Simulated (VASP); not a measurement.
# Cu (Fm-3m) in VASP: notebook

The runs below take Cu through single point, with r2SCAN.

Program: VASP 6.6.1. These are calculated values, not measurements. Logs are shortened: lines on timing, memory, paths and dates and some standing lists are left out, and cuts for length are marked.

## (1) The cell of the first run

It takes space group Fm-3m (No. 225, cubic). Conventional cell: a = 3.576 Å, b = 3.576 Å, c = 3.576 Å, α = 90.00°, β = 90.00°, γ = 90.00°. Cu (site symmetry m-3m) has 12 Cu at 2.53 Å within 3.3 Å.

## (2) Single point, r2SCAN

POSCAR

```
Cu
1.0
    0.0000000000      1.7881324398      1.7881324398
    1.7881324398      0.0000000000      1.7881324398
    1.7881324398      1.7881324398      0.0000000000
Cu
1
Direct
    0.0000000000      0.0000000000      0.0000000000
```

INCAR.step1

```
SYSTEM = Cu
  PREC = Accurate
  ENCUT = 520
  ISMEAR = -1
  SIGMA = 0.1
  LREAL = .False.
  LASPH = .True.
  NELM = 80
  NBANDS = 12
  GGA = PE
  ALGO = Normal
  EDIFF = 1E-4
  LWAVE = .True.
  LCHARG = .False.
```

INCAR.step2

```
SYSTEM = Cu
  PREC = Accurate
  ENCUT = 520
  EDIFF = 1E-6
  ISMEAR = -1
  SIGMA = 0.1
  LREAL = .False.
  LASPH = .True.
  NELM = 80
  ALGO = Normal
  ISIF = 2
  LWAVE = .False.
  LCHARG = .False.
  METAGGA = R2SCAN
  LMIXTAU = .True.
  NBANDS = 12
  ISTART = 1
```

KPOINTS

```
regular mesh
0
Gamma
  8 8 8
  0 0 0
```

Potentials or basis: VASP PAW PBE potentials, release 64 (Cu).

Command:

```
$ cat potpaw_PBE.64/Cu/POTCAR > POTCAR
$ cp INCAR.step1 INCAR
$ mpirun -np 1 vasp_std > vasp.out
$ cp INCAR.step2 INCAR
$ mpirun -np 1 vasp_std > vasp.out
```

OUTCAR:

```text
SYSTEM = Cu
   PREC = Accurate
   ENCUT = 520
   EDIFF = 1E-6
   ISMEAR = -1
   LREAL = .False.
   LASPH = .True.
   NELM = 80
   ISIF = 2
   METAGGA = R2SCAN
   ISTART = 1

 ion  position               nearest neighbor table
   1  0.000  0.000  0.000-

  LATTYP: Found a face centered cubic cell.
 ALAT       =     3.5762648796

  Lattice vectors:

 A1 = (   0.0000000000,   1.7881324398,   1.7881324398)
 A2 = (   1.7881324398,   0.0000000000,   1.7881324398)
 A3 = (   1.7881324398,   1.7881324398,   0.0000000000)

Analysis of symmetry for initial positions (statically):
=====================================================================
 Subroutine PRICEL returns:
 Original cell was already a primitive cell.

 Routine SETGRP: Setting up the symmetry group for a
 face centered cubic supercell.

 Subroutine GETGRP returns: Found 48 space group operations
 (whereof 48 operations were pure point group operations)
 out of a pool of 48 trial point group operations.

The static configuration has the point symmetry O_h .

Analysis of symmetry for dynamics (positions and initial velocities):
=====================================================================
 Subroutine PRICEL returns:
 Original cell was already a primitive cell.

 Routine SETGRP: Setting up the symmetry group for a
 face centered cubic supercell.

 Subroutine GETGRP returns: Found 48 space group operations
 (whereof 48 operations were pure point group operations)
 out of a pool of 48 trial point group operations.

The dynamic configuration has the point symmetry O_h .

 Subroutine INISYM returns: Found 48 space group operations
 (whereof 48 operations are pure point group operations),
 and found     1 'primitive' translations

----------------------------------------------------------------------------------------

                                     Primitive cell

  volume of cell :      11.4348

  direct lattice vectors                    reciprocal lattice vectors
     0.000000000  1.788132440  1.788132440    -0.279621346  0.279621346  0.279621346
     1.788132440  0.000000000  1.788132440     0.279621346 -0.279621346  0.279621346
     1.788132440  1.788132440  0.000000000     0.279621346  0.279621346 -0.279621346

  length of vectors
     2.528801148  2.528801148  2.528801148     0.484318378  0.484318378  0.484318378

  position of ions in fractional coordinates (direct lattice)
     0.000000000  0.000000000  0.000000000

  ion indices of the primitive-cell ions
   primitive index   ion index
                 1           1

----------------------------------------------------------------------------------------

 KPOINTS: regular mesh

Automatic generation of k-mesh.
 Grid dimensions read from file:
 generate k-points for:    8    8    8

 Generating k-lattice:

  Cartesian coordinates                     Fractional coordinates (reciprocal lattice)
    -0.034952668  0.034952668  0.034952668     0.125000000  0.000000000  0.000000000
     0.034952668 -0.034952668  0.034952668     0.000000000  0.125000000  0.000000000
     0.034952668  0.034952668 -0.034952668     0.000000000  0.000000000  0.125000000

  Length of vectors
     0.060539797  0.060539797  0.060539797

  Shift w.r.t. Gamma in fractional coordinates (k-lattice)
     0.000000000  0.000000000  0.000000000

 Subroutine IBZKPT returns following result:
 ===========================================

 Found     29 irreducible k-points:

 Following reciprocal coordinates:
            Coordinates               Weight
  0.000000  0.000000  0.000000      1.000000
  0.125000  0.000000  0.000000      8.000000
  0.250000  0.000000  0.000000      8.000000
  0.375000  0.000000  0.000000      8.000000
  0.500000  0.000000  0.000000      4.000000
  0.125000  0.125000  0.000000      6.000000
[... 16 lines left out ...]
  0.500000  0.250000  0.125000     48.000000
 -0.375000  0.250000  0.125000     24.000000
 [... further k-points ...]
   k-points           NKPTS =     29   k-points in BZ     NKDIM =     29   number of bands    NBANDS=     12
   number of dos      NEDOS =    301   number of ions     NIONS =      1
   total plane-waves  NPLWV =   8000
   dimension x,y,z NGX =    20 NGY =   20 NGZ =   20
   dimension x,y,z NGXF=    40 NGYF=   40 NGZF=   40
   ions per type =               1
   NGX,Y,Z   is equivalent  to a cutoff of  13.15, 13.15, 13.15 a.u.
   NGXF,Y,Z  is equivalent  to a cutoff of  26.30, 26.30, 26.30 a.u.
 SYSTEM =  Cu
   PREC   = accura    normal or accurate (medium, high low for compatibility)
   ISTART =      1    job   : 0-new  1-cont  2-samecut
   ICHARG =      0    charge: 1-file 2-atom 10-const
   ISPIN  =      1    spin polarized calculation?
   LNONCOLLINEAR =      F non collinear calculations
   LSORBIT =      F    spin-orbit coupling
   LASPH  =      T    aspherical Exc in radial PAW
   ENCUT  =  520.0 eV  38.22 Ry    6.18 a.u.   4.70  4.70  4.70*2*pi/ulx,y,z
   NELM   =     80;   NELMIN=  2; NELMDL=  0     # of ELM steps
   EDIFF  = 0.1E-05   stopping-criterion for ELM
   LREAL  =      F    real-space projection
   EDIFFG = 0.1E-04   stopping-criterion for IOM
   NSW    =      0    number of steps for IOM
   IBRION =     -1    ionic relax: 0-MD 1-quasi-New 2-CG
   NFREE  =      0    steps in history (QN), initial steepest desc. (CG)
   ISIF   =      2    stress and relaxation
   ISYM   =      2    0-nonsym 1-usesym 2-fastsym
   POTIM  = 0.5000    time-step for ionic-motion
   TEBEG  =    0.0;   TEEND  =   0.0 temperature during run
   PSTRESS=    0.0 pullay stress
   NELECT =      11.0000    total number of electrons
   NUPDOWN=      -1.0000    fix difference up-down
   EMIN   =  10.00;   EMAX   =-10.00  energy-range for DOS
   EFERMI =   0.00;   METHOD = LEGACY
   ISMEAR =    -1;   SIGMA  =   0.10  broadening in eV -4-tet -1-fermi 0-gaus
   EFERMI_NEDOS =   21; number of points for ismear=-14 and -15
   IALGO  =     38    algorithm
   IMIX   =      4    mixing-type and parameters
     AMIX     =   0.40;   BMIX     =  1.00
     AMIX_MAG =   1.60;   BMIX_MAG =  1.00
  volume/ion in A,a.u.               =      11.43        77.17
  Fermi-wavevector in a.u.,A,eV,Ry     =   1.616079  3.053947 35.534510  2.611713
  Thomas-Fermi vector in A             =   2.710724
   LORBIT       =      0    0 simple, 1 ext, 2 COOP (PROOUT), +10 PAW based schemes
   METAGGA = R2SCAN    functional components
   LHFCALC =     F    Hartree Fock is set to
   AEXX    =    0.0000 exact exchange contribution
   IVDW    =     0    specifies the selected vdW correction
   LEPSILON=     F    determine dielectric tensor
   LRPA    =     F    only Hartree local field effects (RPA)
 non-spin polarized calculation
  energy-cutoff  :      520.00
  volume of cell :       11.43
 maximum number of plane-waves:       331
   NGX =  9   NGY =  9   NGZ =  9

 number of electron      11.0000012 magnetization

 Free energy of the ion-electron system (eV)
  ---------------------------------------------------
  ext. energy  EPLUGINS =         0.00000000
  ---------------------------------------------------
  free energy    TOTEN  =       -10.80108714 eV

  energy without entropy =      -10.78245853  energy(sigma->0) =      -10.79177283

 E-fermi :   7.7611     XC(G=0): -13.9638

 val. band max:        7.6500645039   @ k =   0.5000   0.2500   0.1250
 cond. band min:       7.9027972373   @ k =   0.5000   0.1250   0.0000
 fundamental gap:      0.2527327334
 Fermi energy:         7.7610790822

 k-point     1 :       0.0000    0.0000    0.0000
  band No.  band energies     occupation
      1      -2.1246      2.00000
      2       4.5617      2.00000
      3       4.5617      2.00000
      4       4.5617      2.00000
      5       5.4205      2.00000
      6       5.4205      2.00000
      7      31.4556      0.00000
      8      34.7435      0.00000
      9      34.7435      0.00000
     10      34.7438      0.00000
     11      37.1614      0.00000
     12      37.1614      0.00000

 k-point     2 :       0.1250    0.0000    0.0000
  band No.  band energies     occupation
      1      -1.5259      2.00000
      2       4.4410      2.00000
      3       4.6609      2.00000
      4       4.6610      2.00000
      5       5.3894      2.00000
      6       5.3895      2.00000
      7      27.7416      0.00000
      8      32.2832      0.00000
      9      33.4322      0.00000
     10      33.4324      0.00000
     11      39.1525      0.00000
     12      39.1745      0.00000

 k-point     3 :       0.2500    0.0000    0.0000
  band No.  band energies     occupation
      1       0.1279      2.00000
      2       4.2808      2.00000
      3       4.7215      2.00000
      4       4.7217      2.00000
      5       5.5134      2.00000
      6       5.5136      2.00000
      7      21.0661      0.00000
      8      31.4321      0.00000
      9      32.1634      0.00000
     10      32.1635      0.00000
     11      38.0307      0.00000
     12      38.0308      0.00000

 k-point     4 :       0.3750    0.0000    0.0000
  band No.  band energies     occupation
      1       1.9221      2.00000
      2       4.5879      2.00000
      3       4.5881      2.00000
      4       4.9899      2.00000
      5       5.8626      2.00000
      6       5.8627      2.00000
      7      15.2129      0.00000
      8      30.3916      0.00000
      9      31.5733      0.00000
     10      31.5733      0.00000
     11      35.3846      0.00000
     12      35.3848      0.00000

 k-point     5 :       0.5000    0.0000    0.0000
  band No.  band energies     occupation
      1       2.3784      2.00000
      2       4.5128      2.00000
      3       4.5130      2.00000
      4       6.0370      2.00000
      5       6.0371      2.00000
      6       6.6565      1.99997
      7      11.9435      0.00000
      8      29.9413      0.00000
      9      31.4676      0.00000
     10      31.4676      0.00000
     11      34.3458      0.00000
     12      34.3461      0.00000
[... 228 lines left out ...]
      1       2.5410      2.00000
      2       3.0440      2.00000
      3       6.0040      2.00000
      4       6.1981      2.00000
      5       6.1982      2.00000
      6       9.3687      0.00000
      7      15.4642      0.00000
      8      21.8281      0.00000
      9      21.8281      0.00000
     10      26.2668      0.00000
     11      29.5051      0.00000
     12      52.1827      0.00000

 k-point    22 :       0.3750    0.2500    0.1250
  band No.  band energies     occupation
      1       1.4235      2.00000
      2       3.8643      2.00000
      3       4.5371      2.00000
      4       5.2760      2.00000
      5       5.3035      2.00000
      6       6.1735      2.00000
      7      21.9439      0.00000
      8      22.7598      0.00000
      9      28.2711      0.00000
     10      32.9603      0.00000
     11      35.3681      0.00000
     12      39.9897      0.00000

 k-point    23 :       0.5000    0.2500    0.1250
  band No.  band energies     occupation
      1       2.8602      2.00000
      2       3.9091      2.00000
      3       4.2565      2.00000
      4       5.1310      2.00000
      5       5.7926      2.00000
      6       7.6501      1.50431
      7      16.3693      0.00000
      8      22.1558      0.00000
      9      25.2593      0.00000
     10      33.1719      0.00000
     11      36.8694      0.00000
     12      40.9802      0.00000

 k-point    24 :      -0.3750    0.2500    0.1250
  band No.  band energies     occupation
      1       3.1818      2.00000
      2       3.8902      2.00000
      3       4.4722      2.00000
      4       5.0208      2.00000
      5       5.9811      2.00000
      6      10.0001      0.00000
      7      12.4654      0.00000
      8      22.8052      0.00000
      9      23.4729      0.00000
     10      32.8697      0.00000
     11      36.7124      0.00000
     12      44.5923      0.00000

 [... further k-points ...]
[... 5 lines left out ...]
  --------------------------------------------------------------------------------------
  -------------------------------------------------------------------------------------
  Total        0.0998277      0.0998277      0.0998277     -0.0000000     -0.0000000      0.0000000
  in kB       13.9872638     13.9872638     13.9872638     -0.0000000     -0.0000000      0.0000000
  external PRESSURE =      13.9872638 kB  Pullay stress =       0.0000000 kB

 VOLUME and BASIS-vectors are now :
 -----------------------------------------------------------------------------
  energy-cutoff  :      520.00
  volume of cell :       11.43
      direct lattice vectors                 reciprocal lattice vectors
     0.000000000  1.788132440  1.788132440    -0.279621346  0.279621346  0.279621346
     1.788132440  0.000000000  1.788132440     0.279621346 -0.279621346  0.279621346
     1.788132440  1.788132440  0.000000000     0.279621346  0.279621346 -0.279621346

 POSITION                                       TOTAL-FORCE (eV/Angst)
 -----------------------------------------------------------------------------------
      0.00000      0.00000      0.00000         0.000000      0.000000      0.000000
 -----------------------------------------------------------------------------------
    total drift:                               -0.000000     -0.000000     -0.000000

  FREE ENERGIE OF THE ION-ELECTRON SYSTEM (eV)
  ---------------------------------------------------
  free  energy   TOTEN  =       -10.8010871398 eV

  energy  without entropy=      -10.7824585255  energy(sigma->0) =      -10.79177283
```

It took 46 s on 1 thread of AMD EPYC, shared host; peak memory 0.09 GiB.

Results:

- Free energy: -10.8011 eV
- Pressure: 1.4 GPa

Levels at points of the mesh, in eV from the Fermi level:
```tsv
k point	band 4	band 5	band 6	band 7	band 8	band 9
(0.00, 0.00, 0.00)	-3.20	-2.34	-2.34	23.69	26.98	26.98
(0.50, 0.00, 0.00)	-1.72	-1.72	-1.10	4.18	22.18	23.71
(0.50, 0.50, 0.00)	-1.56	-1.56	1.61	7.70	14.07	14.07
```

Caveat: the k points lie up to 0.38 Å⁻¹ apart; the PAW data sets were made with another functional, which shifts forces and pressure a little.

## (3) Single point, r2SCAN

POSCAR

```
Cu
1.0
    0.0000000000      1.7881324402      1.7881324402
    1.7881324402      0.0000000000      1.7881324402
    1.7881324402      1.7881324402      0.0000000000
Cu
1
Direct
    0.0000000000      0.0000000000      0.0000000000
```

INCAR.step1

```
ALGO = Normal ; EDIFF = 1E-4
ENCUT = 520 ; GGA = PE
ISMEAR = -1 ; LASPH = True
LCHARG = False ; LREAL = False
LWAVE = True ; NBANDS = 12
NELM = 80 ; PREC = Accurate
SIGMA = 0.6
```

INCAR.step2

```
ALGO = Normal ; EDIFF = 1E-6
ENCUT = 520 ; ISIF = 2
ISMEAR = -1 ; ISTART = 1
LASPH = True ; LCHARG = False
LMIXTAU = True ; LREAL = False
LWAVE = False ; METAGGA = R2SCAN
NBANDS = 12 ; NELM = 80
PREC = Accurate ; SIGMA = 0.6
```

KPOINTS

```
k-points
0
Gamma
  15 15 15
```

Potentials or basis: VASP PAW PBE potentials, release 64 (Cu).

Command:

```
$ cat potpaw_PBE.64/Cu/POTCAR > POTCAR
$ cp INCAR.step1 INCAR
$ mpirun -np 1 vasp_std > vasp.out
$ cp INCAR.step2 INCAR
$ mpirun -np 1 vasp_std > vasp.out
```

Wall time 43 s (1 thread of Intel Xeon 6975P-C, shared host); peak memory 0.14 GiB.

It converged, with:

| Quantity | Value |
| --- | --- |
| Free energy | -11.0438 eV |
| Pressure | 3.6 GPa |

Levels at points of the mesh, in eV from the Fermi level:
| k point | band 3 | band 4 | band 5 | band 6 | band 7 | band 8 | band 9 | band 10 |
| --- | --- | --- | --- | --- | --- | --- | --- | --- |
| (0.00, 0.00, 0.00) | -3.62 | -3.62 | -2.77 | -2.77 | 23.42 | 26.70 | 26.70 | 26.70 |

Caveat: the PAW data sets were made with another functional, which shifts forces and pressure a little.

## (4) Single point, r2SCAN

POSCAR is that of step 3.

INCAR.step1

```
SYSTEM = Cu
ALGO = Normal
EDIFF = 1E-4
ENCUT = 520
GGA = PE
ISMEAR = -1
LASPH = .TRUE.
LCHARG = .FALSE.
LREAL = .FALSE.
LWAVE = .TRUE.
NBANDS = 12
NELM = 100
PREC = Accurate
SIGMA = 1.0
```

INCAR.step2

```
SYSTEM = Cu
ALGO = Normal
EDIFF = 1E-6
ENCUT = 520
ISIF = 2
ISMEAR = -1
ISTART = 1
LASPH = .TRUE.
LCHARG = .FALSE.
LMIXTAU = .TRUE.
LREAL = .FALSE.
LWAVE = .FALSE.
METAGGA = R2SCAN
NBANDS = 12
NELM = 100
PREC = Accurate
SIGMA = 1.0
```

KPOINTS

```
k-points
0
G
  15 15 15
  0 0 0
```

Command:

```
$ cat potpaw_PBE.64/Cu/POTCAR > POTCAR
$ cp INCAR.step1 INCAR
$ mpirun -np 1 vasp_std > vasp.out
$ cp INCAR.step2 INCAR
$ mpirun -np 1 vasp_std > vasp.out
```

Wall time 49 s (1 thread of Intel Xeon 6975P-C, shared host); peak memory 0.14 GiB.

Results (log left out):

```
Free energy : -11.5644 eV
Pressure    : 10.5 GPa
```

Levels at points of the mesh, in eV from the Fermi level:
```
           k point  band 2  band 3  band 4  band 5  band 6  band 7  band 8  band 9  band 10  band 11
(0.00, 0.00, 0.00)   -4.29   -4.29   -4.29   -3.45   -3.45   22.98   26.26   26.26    26.26    28.58
```

Caveat: the PAW data sets were made with another functional, which shifts forces and pressure a little.

(Part 1 of 2 ends here.)
